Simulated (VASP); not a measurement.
Write the native input for VASP 6.6.1 that does the following.

| Quantity | Value |
| --- | --- |
| Task | single point |
| Functional | PBEsol |
| Potentials or basis | VASP PAW PBE potentials, release 64 (In_d, Sb) |
| Cutoff | 520 eV |
| k mesh | 10 × 10 × 10 |
| Occupations | gaussian, width 0.1 eV |
| Spin | no spin polarisation |
| Dipole correction | no |
| Further INCAR settings | ALGO = Normal; EDIFF = 1e-07; NBANDS = 22 |

The structure of InSb3 lies in POSCAR:

```
InSb3
1.0
    4.7282366857      0.0000000000      0.0000000000
    0.0000000000      4.7282366857      0.0000000000
    0.0000000000      0.0000000000      4.7282366857
In Sb
1 3
Direct
    0.0000000000      0.0000000000      0.0000000000
    0.5000000000      0.0000000000      0.5000000000
    0.0000000000      0.5000000000      0.5000000000
    0.5000000000      0.5000000000      0.0000000000
```

One way to write it, as run:

INCAR

```
SYSTEM = InSb3
  PREC = Accurate
  ENCUT = 520
  EDIFF = 1E-7
  ISMEAR = 0
  SIGMA = 0.1
  LREAL = .False.
  LASPH = .True.
  NELM = 100
  ALGO = Normal
  ISIF = 2
  LWAVE = .False.
  LCHARG = .False.
  GGA = PS
  NBANDS = 22
```

KPOINTS

```
regular mesh
0
Gamma
  10 10 10
  0 0 0
```

Potentials or basis: VASP PAW PBE potentials, release 64 (In_d, Sb).

The run is started by

```bash
$ cat potpaw_PBE.64/In_d/POTCAR potpaw_PBE.64/Sb/POTCAR > POTCAR
$ mpirun -np 1 vasp_std > vasp.out
```

It gave:

```
Pressure               : 0.0 GPa
Band gap on the k mesh : zero (bands 14 and 15 overlap by 4.89 eV)
```

Caveat: the PAW data sets were made with another functional, which shifts forces and pressure a little; spin-orbit coupling is left out, which moves the levels of the heavy elements.

Wall time 2.4 min on 1 thread of Intel Xeon 8259CL, on a shared host, peak memory 0.28 GiB.
